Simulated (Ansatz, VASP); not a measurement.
## Pt: VASP beside Ansatz

INCAR

```
  PREC = Accurate
  ENCUT = 500
  EDIFF = 1E-6
  ISMEAR = -1
  SIGMA = 0.1
  LREAL = F
  LASPH = T
  NELM = 200
  ALGO = Normal
  ISIF = 2
  LWAVE = F
  LCHARG = F
  LMAXMIX = 4
  LDAU = T
  LDAUTYPE = 2
  LDAUL = 2
  LDAUU = 8
  LDAUJ = 0
  LDAUPRINT = 1
  GGA = PE
  NBANDS = 15
  GGA_COMPAT = F
```

File KPOINTS:

```
regular mesh
0
Gamma
  7 7 7
```

File POSCAR:

```
Pt
1.0
    0.0000000000      3.1048950000      0.0000000000
    3.1048950000      0.0000000000      0.0000000000
    1.5524470000      1.5524470000     -2.6062300000
Pt
1
Direct
    0.0000000000      0.0000000000      0.0000000000
```

Input for Ansatz:

```yaml
crystal:
  lattice:
    - [0.0, 3.104895, 0.0]
    - [3.104895, 0.0, 0.0]
    - [1.552447, 1.552447, -2.60623]
  atoms:
    - { symbol: Pt, position: [0.0, 0.0, 0.0] }
  symmetry: { tolerance: 0.0003 }
kpoints:
  mp_grid: { grid: [7, 7, 7], shift: [0, 0, 0] }
magnetization:
  spin_polarized: false
scf:
  occupations: { method: fermi_dirac }
hamiltonian:
  pseudopotentials: { kind: paw }
  xc: pbe
  hubbard: { sites: [{ species: Pt, l: d, u_eff: 8.0 }], double_counting: fll }
basis:
  ecutwfc: 420
output:
  forces: true
  stress: true
  eigenvalues: true
  write_density: true
  write_potential: true
  elf: true
  volumetric_format: npy
```

Alike in both runs: task single point; functional PBE; k mesh 7 × 7 × 7; no spin polarisation; Hubbard terms Pt d U = 8.0 eV.

|  | VASP | Ansatz |
| --- | --- | --- |
| version | VASP 6.6.1 | Ansatz 0.2.0 |
| potentials or method | VASP PAW PBE potentials, release 64 (Pt_sv_GW), cutoff 500 eV | PAW plane waves |
| occupations | fermi-dirac, width 0.1 eV | fermi-dirac |
| valence electrons in the cell | 18 | 18 |

```csv
,VASP,Ansatz,Ansatz less VASP
gap on the k mesh at the Fermi level (eV),none,none,-
pressure (GPa),-21.5,-21.5,0.00
"traceless stress, the component that is largest in VASP (GPa)",4.44,2.40,-2.045
```

The programs project onto different local orbitals, so the same U acts differently, and such runs can settle in different states. A gap of «none» marks a metal or a gap that the smearing closes. Ansatz's warnings: filled band counts differ across k points.

Neither program's run includes spin-orbit coupling.
